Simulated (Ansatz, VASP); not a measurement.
Two plane-wave programs on SnTe

```
Te Sn
1.0
     0.00000    3.21265    3.21265
     3.21265    0.00000    3.21265
     3.21265    3.21265    0.00000
Te Sn
1 1
Direct
  0.50000 0.50000 0.50000
  0.00000 0.00000 0.00000
```

Alike in both runs: task single point; functional HSE06; k mesh 4 × 4 × 4; occupations fermi-dirac, width 0.05 eV; no spin polarisation.

```csv
,VASP,Ansatz
version,VASP 6.6.1,Ansatz 0.2.0
potentials or method,"VASP PAW PBE potentials, release 64 (Te, Sn_d)",Ansatz PAW
plane-wave cutoff (eV),520,420
valence electrons in the cell,20,30
```

|  | VASP | Ansatz | Ansatz less VASP |
| --- | --- | --- | --- |
| gap on the k mesh at the Fermi level (eV) | 0.28 | 0.33 | +0.051 |
| least direct gap on the mesh (eV) | 0.28 | 0.33 | +0.051 |
| pressure (GPa) | -1.5 | -1.2 | +0.22 |

VASP's potentials hold 20 valence electrons a cell and Ansatz's 30, so a difference there can come from the potentials and not from the codes.

The k mesh is coarse, so the values compare programs but aren't converged. Neither program's run includes spin-orbit coupling.
